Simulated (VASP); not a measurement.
# TaAs (P6/mmm) in VASP: relaxation of cell and atoms with r2SCAN

Aim: the relaxation of cell and atoms of TaAs with r2SCAN.

All numbers are computed with VASP 6.6.1; they aren't measurements. Logs are shortened: lines on timing, memory, paths and dates and some standing lists are left out, and cuts for length are marked.

## 1. The cell of the first run

Symmetry: P6/mmm, No. 191, hexagonal system. Conventional cell: a = 6.237 Å, b = 6.237 Å, c = 3.550 Å, α = 90.00°, β = 90.00°, γ = 120.00°. Within 4.1 Å of Ta (site symmetry 6/mmm) lie 6 As at 3.12 Å and 14 Ta at 3.55 to 4.01 Å. Ta (site symmetry -6m2) has 6 As at 2.53 Å within 3.3 Å. Within 3.3 Å of As (site symmetry mmm) lie 6 Ta at 2.53 to 3.12 Å and 4 As at 3.12 Å.

## 2. Relaxation of cell and atoms, r2SCAN

POSCAR reads:

```
TaAs
1.0
    6.2373995925      0.0000000000      0.0000000000
   -3.1186997962      5.4017465006      0.0000000000
    0.0000000000      0.0000000000      3.5498548923
Ta As
3 3
Direct
    0.0000000000      0.0000000000      0.0000000000
    0.3333333333      0.6666666667      0.5000000000
    0.6666666667      0.3333333333      0.5000000000
    0.5000000000      0.0000000000      0.0000000000
    0.5000000000      0.5000000000      0.0000000000
    0.0000000000      0.5000000000      0.0000000000
```

INCAR.step1 reads:

```
ALGO = Normal ; EDIFF = 1E-4
ENCUT = 600 ; GGA = PE
ISMEAR = 0 ; LASPH = True
LCHARG = False ; LREAL = False
LWAVE = True ; NELM = 60
PREC = Accurate ; SIGMA = 0.1
```

INCAR.step2 reads:

```
ALGO = Normal ; EDIFF = 1E-6
EDIFFG = -0.01 ; ENCUT = 600
IBRION = 2 ; ISIF = 3
ISMEAR = 0 ; ISTART = 1
LASPH = True ; LCHARG = False
LMIXTAU = True ; LREAL = False
LWAVE = False ; METAGGA = R2SCAN
NELM = 60 ; NSW = 80
PREC = Accurate ; SIGMA = 0.1
```

KPOINTS reads:

```
k-points
0
Gamma
  6 6 10
```

Potentials or basis: VASP PAW PBE potentials, release 64 (Ta_pv, As).

Run with:

```
cat potpaw_PBE.64/Ta_pv/POTCAR potpaw_PBE.64/As/POTCAR > POTCAR
cp INCAR.step1 INCAR
mpirun -np 1 vasp_std > vasp.out
cp INCAR.step2 INCAR
mpirun -np 1 vasp_std > vasp.out
```

OUTCAR:

```text
EDIFF = 1E-6
   EDIFFG = -0.01
   ENCUT = 600
   IBRION = 2
   ISIF = 3
   ISMEAR = 0
   ISTART = 1
   LASPH = True
   LREAL = False
   METAGGA = R2SCAN
   NELM = 60
   NSW = 80
   PREC = Accurate

 ion  position               nearest neighbor table
   1  0.000  0.000  0.000-   6 3.12   6 3.12   5 3.12   5 3.12   4 3.12   4 3.12
   2  0.333  0.667  0.500-   4 2.53   4 2.53   6 2.53   6 2.53   5 2.53   5 2.53   3 3.60   3 3.60
                             3 3.60
   3  0.667  0.333  0.500-   4 2.53   4 2.53   6 2.53   6 2.53   5 2.53   5 2.53   2 3.60   2 3.60
                             2 3.60
   4  0.500  0.000  0.000-   2 2.53   3 2.53   2 2.53   3 2.53   1 3.12   1 3.12
   5  0.500  0.500  0.000-   2 2.53   3 2.53   2 2.53   3 2.53   1 3.12   1 3.12
   6  0.000  0.500  0.000-   2 2.53   3 2.53   2 2.53   3 2.53   1 3.12   1 3.12

  LATTYP: Found a hexagonal cell.
 ALAT       =     6.2373995925
 C/A-ratio  =     0.5691241742

  Lattice vectors:

 A1 = (   6.2373995925,   0.0000000000,   0.0000000000)
 A2 = (  -3.1186997962,   5.4017465006,   0.0000000000)
 A3 = (   0.0000000000,   0.0000000000,   3.5498548923)

Analysis of symmetry for initial positions (statically):
=====================================================================
 Subroutine PRICEL returns:
 Original cell was already a primitive cell.

 Routine SETGRP: Setting up the symmetry group for a
 hexagonal supercell.

 Subroutine GETGRP returns: Found 24 space group operations
 (whereof 24 operations were pure point group operations)
 out of a pool of 24 trial point group operations.

The static configuration has the point symmetry D_6h.

Analysis of symmetry for dynamics (positions and initial velocities):
=====================================================================
 Subroutine PRICEL returns:
 Original cell was already a primitive cell.

 Routine SETGRP: Setting up the symmetry group for a
 hexagonal supercell.

 Subroutine GETGRP returns: Found 24 space group operations
 (whereof 24 operations were pure point group operations)
 out of a pool of 24 trial point group operations.

The dynamic configuration has the point symmetry D_6h.

 Subroutine INISYM returns: Found 24 space group operations
 (whereof 24 operations are pure point group operations),
 and found     1 'primitive' translations

----------------------------------------------------------------------------------------

                                     Primitive cell

  volume of cell :     119.6047

  direct lattice vectors                    reciprocal lattice vectors
[... 108 lines left out ...]
   EMIN   =  10.00;   EMAX   =-10.00  energy-range for DOS
   EFERMI =   0.00;   METHOD = LEGACY
   ISMEAR =     0;   SIGMA  =   0.10  broadening in eV -4-tet -1-fermi 0-gaus
   EFERMI_NEDOS =   21; number of points for ismear=-14 and -15
   IALGO  =     38    algorithm
   IMIX   =      4    mixing-type and parameters
     AMIX     =   0.40;   BMIX     =  1.00
     AMIX_MAG =   1.60;   BMIX_MAG =  1.00
  volume/ion in A,a.u.               =      19.93       134.52
  Fermi-wavevector in a.u.,A,eV,Ry     =   1.207552  2.281942 19.839763  1.458181
  Thomas-Fermi vector in A             =   2.343186
   LORBIT       =      0    0 simple, 1 ext, 2 COOP (PROOUT), +10 PAW based schemes
   METAGGA = R2SCAN    functional components
   LHFCALC =     F    Hartree Fock is set to
   AEXX    =    0.0000 exact exchange contribution
   IVDW    =     0    specifies the selected vdW correction
   LEPSILON=     F    determine dielectric tensor
   LRPA    =     F    only Hartree local field effects (RPA)
 conjugate gradient relaxation of ions
 non-spin polarized calculation
 Gauss-broadening in eV      SIGMA  =   0.10
  energy-cutoff  :      600.00
  volume of cell :      119.60
 maximum number of plane-waves:      4024
 NGX is ok and might be reduce to    50
   NGX = 25   NGY = 25   NGZ = 15

--------------------------------------- Ionic step        1  -------------------------------------------

 number of electron      48.0000003 magnetization

 Free energy of the ion-electron system (eV)
  ---------------------------------------------------
  ext. energy  EPLUGINS =         0.00000000
  ---------------------------------------------------
  free energy    TOTEN  =      -186.29875671 eV

  energy without entropy =     -186.27746835  energy(sigma->0) =     -186.28811253

------------------------ aborting loop because EDIFF is reached ----------------------------------------

  FORCE on cell =-STRESS in cart. coord.  units (eV):
  Direction    XX          YY          ZZ          XY          YZ          ZX
  --------------------------------------------------------------------------------------
  -------------------------------------------------------------------------------------
  Total        0.3120324      0.3120324      0.0697926      0.0000000      0.0000000      0.0000000
  in kB        4.1798623      4.1798623      0.9349143      0.0000000      0.0000000      0.0000000
  external PRESSURE =       3.0982129 kB  Pullay stress =       0.0000000 kB
[... 147 lines left out ...]
--------------------------------------- Ionic step        5  -------------------------------------------

 number of electron      48.0000001 magnetization

 Free energy of the ion-electron system (eV)
  ---------------------------------------------------
  ext. energy  EPLUGINS =         0.00000000
  ---------------------------------------------------
  free energy    TOTEN  =      -186.30030013 eV

  energy without entropy =     -186.27894729  energy(sigma->0) =     -186.28962371

 E-fermi :   5.9980     XC(G=0): -11.8854

 val. band max:        5.9939171353   @ k =   0.1667   0.1667   0.4000
 cond. band min:       6.0153324147   @ k =   0.3333   0.1667   0.2000
 fundamental gap:      0.0214152794
 Fermi energy:         5.9980322930

 k-point     1 :       0.0000    0.0000    0.0000
  band No.  band energies     occupation
      1     -30.9443      2.00000
      2     -30.9443      2.00000
      3     -30.8402      2.00000
      4     -30.8402      2.00000
      5     -30.7956      2.00000
      6     -30.7660      2.00000
[... 733 lines left out ...]
     27       7.0033      0.00000
     28       7.0484      0.00000

 [... further k-points ...]

------------------------ aborting loop because EDIFF is reached ----------------------------------------

  FORCE on cell =-STRESS in cart. coord.  units (eV):
  Direction    XX          YY          ZZ          XY          YZ          ZX
  --------------------------------------------------------------------------------------
  -------------------------------------------------------------------------------------
  Total        0.0175260      0.0175260     -0.0548180      0.0000000      0.0000000      0.0000000
  in kB        0.2336329      0.2336329     -0.7307600      0.0000000      0.0000000      0.0000000
  external PRESSURE =      -0.0878314 kB  Pullay stress =       0.0000000 kB
[... 21 lines left out ...]
  FREE ENERGIE OF THE ION-ELECTRON SYSTEM (eV)
  ---------------------------------------------------
  free  energy   TOTEN  =      -186.3003001314 eV

  energy  without entropy=     -186.2789472890  energy(sigma->0) =     -186.28962371

 reached required accuracy - stopping structural energy minimisation
```

OUTCAR.step1:

```text
EDIFF = 1E-4
   ENCUT = 600
   GGA = PE
   ISMEAR = 0
[... 984 lines left out ...]
      3.11870      1.80058      1.77493         0.000000     -0.000000     -0.000000
      3.11870      0.00000      0.00000         0.000000      0.000000      0.000000
      1.55935      2.70087      0.00000         0.000000      0.000000      0.000000
     -1.55935      2.70087      0.00000         0.000000      0.000000      0.000000
 -----------------------------------------------------------------------------------
    total drift:                                0.000000     -0.000000      0.000000

  FREE ENERGIE OF THE ION-ELECTRON SYSTEM (eV)
  ---------------------------------------------------
  free  energy   TOTEN  =       -45.7941469418 eV

  energy  without entropy=      -45.7709673732  energy(sigma->0) =      -45.78255716
```

Run time: 66 min. Hardware: 1 thread of AMD EPYC 7R43 (Zen 3), shared host; peak memory 0.33 GiB.

Results:

```
Free energy                           : -186.3003 eV
Relaxed volume                        : 20.03 Å³/atom
Relaxed cell                          : a = 6.266 Å, b = 6.266 Å, c = 3.535 Å, α = 90.00°, β = 90.00°, γ = 120.00°
Space group after relaxing (to 0.1 Å) : P6/mmm (No. 191)
Energy gained by relaxing             : 0.3 meV/atom
Ionic steps                           : 5
Pressure after relaxing               : 0.0 GPa
Band gap on the k mesh                : zero (bands 24 and 25 overlap by 0.85 eV)
```

Step by step:
```tsv
step	energy change (eV)	largest force (eV/Å)	pressure (GPa)	volume (Å³)
1	0.0000	0.0000	0.31	119.60
2	-0.0002	0.0000	-0.38	120.27
3	-0.0005	0.0000	-0.10	120.00
4	-0.0011	0.0000	-0.06	120.08
5	-0.0015	0.0000	-0.01	120.19
```

Final structure:
```xyz
6
Lattice="6.2661 0.0000 0.0000 -3.1330 5.4266 0.0000 0.0000 0.0000 3.5346" Properties=species:S:1:pos:R:3 pbc="T T T"
Ta   -3.1330    5.4266    0.0000
Ta    0.0000    3.6177    1.7673
Ta    3.1330    1.8089    1.7673
As    3.1330    0.0000    0.0000
As    1.5665    2.7133    0.0000
As   -1.5665    2.7133    0.0000
```

Levels at points of the mesh, in eV from the Fermi level:
| k point | band 20 | band 21 | band 22 | band 23 | band 24 | band 25 | band 26 | band 27 | band 28 |
| --- | --- | --- | --- | --- | --- | --- | --- | --- | --- |
| (0.00, 0.00, 0.00) | -1.56 | -1.14 | -1.14 | -0.89 | -0.89 | -0.47 | -0.47 | -0.21 | 0.35 |
| (0.50, 0.00, 0.00) | -2.95 | -2.09 | -0.86 | -0.76 | -0.36 | -0.18 | 0.19 | 0.83 | 1.19 |
| (0.00, 0.00, 0.50) | -2.20 | -1.00 | -1.00 | -0.02 | 0.38 | 0.38 | 1.04 | 1.19 | 1.27 |
| (0.50, 0.00, 0.50) | -2.45 | -1.90 | -1.79 | -1.38 | -0.26 | 0.32 | 0.39 | 1.21 | 1.58 |

Caveat: the PAW data sets were made with another functional, which shifts forces and pressure a little; spin-orbit coupling is left out, which moves the levels of the heavy elements. Zero-point motion and thermal expansion aren't in these numbers.

The gap in the log of VASP goes by the Fermi energy; the results here count the filled bands.